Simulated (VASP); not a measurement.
# Mg2Ge (Fm-3m) in VASP: further runs

The runs below take Mg2Ge through single point, with HSE06.

Program: VASP 6.6.1. These are calculated values, not measurements. Logs are shortened: lines on timing, memory, paths and dates and some standing lists are left out, and cuts for length are marked.

### Step 1. The cell of the first run

Symmetry: Fm-3m, No. 225, cubic system. Conventional cell: a = 6.112 Å, b = 6.112 Å, c = 6.112 Å, α = 90.00°, β = 90.00°, γ = 90.00°. Within 3.5 Å of Ge (site symmetry m-3m) lie 8 Mg at 2.65 Å. Within 3.5 Å of Mg (site symmetry -43m) lie 4 Ge at 2.65 Å and 6 Mg at 3.06 Å.

### Step 2. Single point, HSE06 (strain -4.0%)

The input, POSCAR:

```
Mg2Ge
1.0
    0.0000000000      3.0557771880      3.0557771880
    3.0557771880      0.0000000000      3.0557771880
    3.0557771880      3.0557771880      0.0000000000
Ge Mg
1 2
Direct
    0.0000000000      0.0000000000      0.0000000000
    0.2500000000      0.2500000000      0.2500000000
    0.7500000000      0.7500000000      0.7500000000
```

The input, INCAR.step1:

```
PREC = Accurate ; ENCUT = 520
EDIFF = 1E-5 ; ISMEAR = -1
SIGMA = 0.02 ; LREAL = F
LASPH = T ; NELM = 120
ALGO = Normal ; ISIF = 2
LWAVE = T ; LCHARG = F
NBANDS = 16 ; GGA = PE
GGA_COMPAT = F
```

The input, INCAR.step2:

```
PREC = Accurate ; ENCUT = 520
EDIFF = 1E-6 ; ISMEAR = -1
SIGMA = 0.02 ; LREAL = F
LASPH = T ; NELM = 120
ALGO = Normal ; ISIF = 2
LWAVE = F ; LCHARG = F
GGA = PE ; LHFCALC = T
HFSCREEN = 0.2079 ; PRECFOCK = Normal
NBANDS = 16 ; ISTART = 1
GGA_COMPAT = F
```

The input, KPOINTS:

```
regular mesh
0
Gamma
  6 6 6
```

Potentials or basis: VASP PAW PBE potentials, release 64 (Ge_d, Mg).

Launch:

```bash
> cat potpaw_PBE.64/Ge_d/POTCAR potpaw_PBE.64/Mg/POTCAR > POTCAR
> cp INCAR.step1 INCAR
> mpirun -np 1 vasp_std > vasp.out
> cp INCAR.step2 INCAR
> mpirun -np 1 vasp_std > vasp.out
```

OUTCAR:

```text
PREC = Accurate
   ENCUT = 520
   EDIFF = 1E-6
   ISMEAR = -1
   LREAL = F
   LASPH = T
   NELM = 120
   ISIF = 2
   GGA = PE
   LHFCALC = T
   HFSCREEN = 0.2079
   PRECFOCK = Normal
   ISTART = 1

 ion  position               nearest neighbor table
   1  0.000  0.000  0.000-   3 2.65   3 2.65   3 2.65   2 2.65   2 2.65   2 2.65   3 2.65   2 2.65

   2  0.250  0.250  0.250-   1 2.65   1 2.65   1 2.65   1 2.65   3 3.06   3 3.06   3 3.06   3 3.06
                             3 3.06   3 3.06
   3  0.750  0.750  0.750-   1 2.65   1 2.65   1 2.65   1 2.65   2 3.06   2 3.06   2 3.06   2 3.06
                             2 3.06   2 3.06

  LATTYP: Found a face centered cubic cell.
 ALAT       =     6.1115543760

  Lattice vectors:

 A1 = (   0.0000000000,   3.0557771880,   3.0557771880)
 A2 = (   3.0557771880,   0.0000000000,   3.0557771880)
 A3 = (   3.0557771880,   3.0557771880,   0.0000000000)

Analysis of symmetry for initial positions (statically):
=====================================================================
 Subroutine PRICEL returns:
 Original cell was already a primitive cell.

 Routine SETGRP: Setting up the symmetry group for a
 face centered cubic supercell.

 Subroutine GETGRP returns: Found 48 space group operations
 (whereof 48 operations were pure point group operations)
 out of a pool of 48 trial point group operations.

The static configuration has the point symmetry O_h .

Analysis of symmetry for dynamics (positions and initial velocities):
=====================================================================
 Subroutine PRICEL returns:
 Original cell was already a primitive cell.

 Routine SETGRP: Setting up the symmetry group for a
 face centered cubic supercell.

 Subroutine GETGRP returns: Found 48 space group operations
 (whereof 48 operations were pure point group operations)
 out of a pool of 48 trial point group operations.

The dynamic configuration has the point symmetry O_h .

 Subroutine INISYM returns: Found 48 space group operations
 (whereof 48 operations are pure point group operations),
 and found     1 'primitive' translations

----------------------------------------------------------------------------------------

                                     Primitive cell

  volume of cell :      57.0683

  direct lattice vectors                    reciprocal lattice vectors
     0.000000000  3.055777188  3.055777188    -0.163624495  0.163624495  0.163624495
     3.055777188  0.000000000  3.055777188     0.163624495 -0.163624495  0.163624495
     3.055777188  3.055777188  0.000000000     0.163624495  0.163624495 -0.163624495

  length of vectors
     4.321521543  4.321521543  4.321521543     0.283405939  0.283405939  0.283405939

  position of ions in fractional coordinates (direct lattice)
     0.000000000  0.000000000  0.000000000
     0.250000000  0.250000000  0.250000000
     0.750000000  0.750000000  0.750000000

  ion indices of the primitive-cell ions
   primitive index   ion index
                 1           1
                 2           2
                 3           3

----------------------------------------------------------------------------------------

 KPOINTS: regular mesh

Automatic generation of k-mesh.
 Grid dimensions read from file:
 generate k-points for:    6    6    6

 Generating k-lattice:

  Cartesian coordinates                     Fractional coordinates (reciprocal lattice)
    -0.027270749  0.027270749  0.027270749     0.166666667  0.000000000  0.000000000
     0.027270749 -0.027270749  0.027270749     0.000000000  0.166666667  0.000000000
     0.027270749  0.027270749 -0.027270749     0.000000000  0.000000000  0.166666667

  Length of vectors
     0.047234323  0.047234323  0.047234323

  Shift w.r.t. Gamma in fractional coordinates (k-lattice)
     0.000000000  0.000000000  0.000000000

 Subroutine IBZKPT returns following result:
 ===========================================

 Found     16 irreducible k-points:

 Following reciprocal coordinates:
            Coordinates               Weight
  0.000000  0.000000  0.000000      1.000000
  0.166667  0.000000  0.000000      8.000000
  0.333333  0.000000  0.000000      8.000000
  0.500000  0.000000  0.000000      4.000000
  0.166667  0.166667  0.000000      6.000000
  0.333333  0.166667  0.000000     24.000000
[... 8 lines left out ...]
 -0.333333  0.333333  0.166667     24.000000
 -0.333333  0.500000  0.166667     12.000000
   k-points           NKPTS =     16   k-points in BZ     NKDIM =    216   number of bands    NBANDS=     16
   number of dos      NEDOS =    301   number of ions     NIONS =      3
   total plane-waves  NPLWV =  32768
   dimension x,y,z NGX =    32 NGY =   32 NGZ =   32
   dimension x,y,z NGXF=    64 NGYF=   64 NGZF=   64
   ions per type =               1   2
   NGX,Y,Z   is equivalent  to a cutoff of  12.31, 12.31, 12.31 a.u.
   NGXF,Y,Z  is equivalent  to a cutoff of  24.62, 24.62, 24.62 a.u.
 SYSTEM =  unknown system
   PREC   = accura    normal or accurate (medium, high low for compatibility)
   ISTART =      1    job   : 0-new  1-cont  2-samecut
   ICHARG =      0    charge: 1-file 2-atom 10-const
   ISPIN  =      1    spin polarized calculation?
   LNONCOLLINEAR =      F non collinear calculations
   LSORBIT =      F    spin-orbit coupling
   LASPH  =      T    aspherical Exc in radial PAW
   ENCUT  =  520.0 eV  38.22 Ry    6.18 a.u.   8.04  8.04  8.04*2*pi/ulx,y,z
   NELM   =    120;   NELMIN=  2; NELMDL=  0     # of ELM steps
   EDIFF  = 0.1E-05   stopping-criterion for ELM
   LREAL  =      F    real-space projection
   EDIFFG = 0.1E-04   stopping-criterion for IOM
   NSW    =      0    number of steps for IOM
   IBRION =     -1    ionic relax: 0-MD 1-quasi-New 2-CG
   NFREE  =      0    steps in history (QN), initial steepest desc. (CG)
   ISIF   =      2    stress and relaxation
   ISYM   =      3    0-nonsym 1-usesym 2-fastsym
   POTIM  = 0.5000    time-step for ionic-motion
   TEBEG  =    0.0;   TEEND  =   0.0 temperature during run
   PSTRESS=    0.0 pullay stress
   NELECT =      18.0000    total number of electrons
   NUPDOWN=      -1.0000    fix difference up-down
   EMIN   =  10.00;   EMAX   =-10.00  energy-range for DOS
   EFERMI =   0.00;   METHOD = LEGACY
   ISMEAR =    -1;   SIGMA  =   0.02  broadening in eV -4-tet -1-fermi 0-gaus
   EFERMI_NEDOS =   21; number of points for ismear=-14 and -15
   IALGO  =     38    algorithm
   IMIX   =      1    mixing-type and parameters
     AMIX     =   0.40;   BMIX     =  1.00
     AMIX_MAG =   1.60;   BMIX_MAG =  1.00
  volume/ion in A,a.u.               =      19.02       128.37
  Fermi-wavevector in a.u.,A,eV,Ry     =   1.114382  2.105876 16.896349  1.241847
  Thomas-Fermi vector in A             =   2.250976
   LORBIT       =      0    0 simple, 1 ext, 2 COOP (PROOUT), +10 PAW based schemes
   GGA     = PE    functional components
   LHFCALC =     T    Hartree Fock is set to
   PRECFOCK=normal    Normal, Fast or Accurate (Low or Medium for compatibility)
   ENCUT4O =  -1.0   cutoff for four orbital integrals eV
   NKREDX  =     1    reduce k-point grid by
   NKREDY  =     1    reduce k-point grid by
   NKREDZ  =     1    reduce k-point grid by
   AEXX    =    0.2500 exact exchange contribution
   HFSCREEN=    0.2079 screening length (either q_TF or 0.3 A-1)
   HFSCREENC=   0.2079 screening length for correlation (either q_TF or 0.3 A-1)
   ENCUTFOCK=  -1.0 apply spherical cutoff to Coloumb kernel
   IVDW    =     0    specifies the selected vdW correction
   LEPSILON=     F    determine dielectric tensor
   LRPA    =     F    only Hartree local field effects (RPA)
 non-spin polarized calculation
  energy-cutoff  :      520.00
  volume of cell :       57.07
 maximum number of plane-waves:      1572
  NGX = 28; NGY = 28; NGZ = 28

 number of electron      17.9999995 magnetization

 Free energy of the ion-electron system (eV)
  ---------------------------------------------------
  ext. energy  EPLUGINS =         0.00000000
  ---------------------------------------------------
  free energy    TOTEN  =        -9.14638168 eV

  energy without entropy =       -9.14638120  energy(sigma->0) =       -9.14638144

 E-fermi :   4.2822     XC(G=0):  -7.9474

 val. band max:        4.0792062800   @ k =   0.0000   0.0000   0.0000
 cond. band min:       4.4852169358   @ k =   0.5000   0.5000   0.0000
 fundamental gap:      0.4060106558
 Fermi energy:         4.2822114106

 k-point     1 :       0.0000    0.0000    0.0000
  band No.  band energies     occupation
      1     -22.6185      2.00000
      2     -22.6185      2.00000
      3     -22.6185      2.00000
      4     -22.5992      2.00000
      5     -22.5992      2.00000
      6      -7.4047      2.00000
[... 8 lines left out ...]
     15      11.2290      0.00000
     16      12.5371      0.00000

 k-point     2 :       0.1667    0.0000    0.0000
  band No.  band energies     occupation
      1     -22.6185      2.00000
      2     -22.6181      2.00000
      3     -22.6181      2.00000
      4     -22.5992      2.00000
      5     -22.5992      2.00000
      6      -7.1084      2.00000
[... 8 lines left out ...]
     15      10.1901      0.00000
     16      11.8427      0.00000

 k-point     3 :       0.3333    0.0000    0.0000
  band No.  band energies     occupation
      1     -22.6183      2.00000
      2     -22.6173      2.00000
      3     -22.6173      2.00000
      4     -22.5990      2.00000
      5     -22.5990      2.00000
      6      -6.3263      2.00000
[... 8 lines left out ...]
     15      11.3729      0.00000
     16      12.6065      0.00000
[... 210 lines left out ...]
 k-point    15 :      -0.3333    0.3333    0.1667
  band No.  band energies     occupation
      1     -22.6178      2.00000
      2     -22.6175      2.00000
      3     -22.6155      2.00000
      4     -22.5995      2.00000
      5     -22.5983      2.00000
      6      -5.2463      2.00000
[... 8 lines left out ...]
     15      13.8560      0.00000
     16      15.4944      0.00000

 k-point    16 :      -0.3333    0.5000    0.1667
  band No.  band energies     occupation
      1     -22.6190      2.00000
      2     -22.6164      2.00000
      3     -22.6150      2.00000
      4     -22.5999      2.00000
      5     -22.5979      2.00000
      6      -5.0523      2.00000
[... 8 lines left out ...]
     15      14.8106      0.00000
     16      15.5309      0.00000

------------------------ aborting loop because EDIFF is reached ----------------------------------------

  FORCE on cell =-STRESS in cart. coord.  units (eV):
  Direction    XX          YY          ZZ          XY          YZ          ZX
  --------------------------------------------------------------------------------------
  -------------------------------------------------------------------------------------
  Total        3.2266468      3.2266468      3.2266468     -0.0000000      0.0000000     -0.0000000
  in kB       90.5872251     90.5872251     90.5872251     -0.0000000      0.0000000     -0.0000000
  external PRESSURE =      90.5872251 kB  Pullay stress =       0.0000000 kB

 VOLUME and BASIS-vectors are now :
 -----------------------------------------------------------------------------
  energy-cutoff  :      520.00
  volume of cell :       57.07
      direct lattice vectors                 reciprocal lattice vectors
     0.000000000  3.055777188  3.055777188    -0.163624495  0.163624495  0.163624495
     3.055777188  0.000000000  3.055777188     0.163624495 -0.163624495  0.163624495
     3.055777188  3.055777188  0.000000000     0.163624495  0.163624495 -0.163624495

 POSITION                                       TOTAL-FORCE (eV/Angst)
 -----------------------------------------------------------------------------------
      0.00000      0.00000      0.00000        -0.000000      0.000000     -0.000000
      1.52789      1.52789      1.52789        -0.000000     -0.000000      0.000000
      4.58367      4.58367      4.58367         0.000000      0.000000     -0.000000
 -----------------------------------------------------------------------------------
    total drift:                               -0.000204      0.000004     -0.000047

  FREE ENERGIE OF THE ION-ELECTRON SYSTEM (eV)
  ---------------------------------------------------
  free  energy   TOTEN  =        -9.1463816814 eV

  energy  without entropy=       -9.1463811974  energy(sigma->0) =       -9.14638144
```

Wall time 88 min (1 thread of Intel Xeon Platinum 8488C (Sapphire Rapids), shared host); peak memory 0.32 GiB.

Results:

* Free energy: -9.1464 eV
* Pressure: 9.1 GPa
* Band gap on the k mesh: 0.41 eV (least direct gap 2.54 eV)

Caveat: the cell differs from its parent crystal (strain -4.0%); the cell stands under pressure; the structure was generated, so it needn't be the stable form of Mg2Ge; the PAW data sets were made with another functional, which shifts forces and pressure a little. A k mesh can miss the band edges.

### Step 3. Single point, HSE06 (strain +1.0%)

The input, POSCAR:

```
Mg2Ge
1.0
    0.0000000000      3.2149322499      3.2149322499
    3.2149322499      0.0000000000      3.2149322499
    3.2149322499      3.2149322499      0.0000000000
Ge Mg
1 2
Direct
    0.0000000000      0.0000000000      0.0000000000
    0.2500000000      0.2500000000      0.2500000000
    0.7500000000      0.7500000000      0.7500000000
```

The input, INCAR.step1:

```
ALGO     = Normal         # electronic algorithm
EDIFF    = 1E-5           # SCF threshold, eV
ENCUT    = 520            # plane-wave cutoff, eV
GGA      = PE             # functional
GGA_COMPAT= F            
ISIF     = 2              # what is computed and relaxed
ISMEAR   = 0              # smearing method
LASPH    = T              # aspherical terms in the spheres
LCHARG   = F              # write CHGCAR
LREAL    = F              # projectors in reciprocal space
LWAVE    = T              # write WAVECAR
NBANDS   = 16             # bands
NELM     = 120            # most SCF steps
PREC     = Accurate       # precision mode
SIGMA    = 0.01           # smearing width, eV
```

The input, INCAR.step2:

```
ALGO     = Normal         # electronic algorithm
EDIFF    = 1E-6           # SCF threshold, eV
ENCUT    = 520            # plane-wave cutoff, eV
GGA      = PE             # functional
GGA_COMPAT= F            
HFSCREEN = 0.2079         # screening, 1/A
ISIF     = 2              # what is computed and relaxed
ISMEAR   = 0              # smearing method
ISTART   = 1            
LASPH    = T              # aspherical terms in the spheres
LCHARG   = F              # write CHGCAR
LHFCALC  = T              # exact exchange
LREAL    = F              # projectors in reciprocal space
LWAVE    = F              # write WAVECAR
NBANDS   = 16             # bands
NELM     = 120            # most SCF steps
PREC     = Accurate       # precision mode
PRECFOCK = Normal       
SIGMA    = 0.01           # smearing width, eV
```

The input, KPOINTS:

```
k-points
0
Gamma
  6 6 6
```

Potentials or basis: VASP PAW PBE potentials, release 64 (Ge_d, Mg).

Launch:

```bash
> cat potpaw_PBE.64/Ge_d/POTCAR potpaw_PBE.64/Mg/POTCAR > POTCAR
> cp INCAR.step1 INCAR
> mpirun -np 1 vasp_std > vasp.out
> cp INCAR.step2 INCAR
> mpirun -np 1 vasp_std > vasp.out
```

Run time: 81 min. Hardware: 1 thread of Intel Xeon Platinum 8488C (Sapphire Rapids), shared host; peak memory 0.35 GiB.

The run converged. Its results:

- Free energy: -9.3346 eV
- Pressure: -1.3 GPa
- Band gap on the k mesh: 0.53 eV (least direct gap 1.55 eV)

Levels at points of the mesh, in eV from the valence-band top:
```tsv
k point	band 6	band 7	band 8	band 9	band 10	band 11	band 12	band 13
(0.00, 0.00, 0.00)	-10.74	0.00	0.00	0.00	1.55	3.32	3.32	3.32
(0.50, 0.00, 0.00)	-9.36	-5.31	-0.80	-0.80	1.45	3.27	3.27	5.45
(0.50, 0.50, 0.00)	-8.84	-4.96	-2.20	-2.20	0.53	0.93	8.72	8.72
```

Caveat: the cell differs from its parent crystal (strain +1.0%); the structure was generated, so it needn't be the stable form of Mg2Ge; the PAW data sets were made with another functional, which shifts forces and pressure a little.
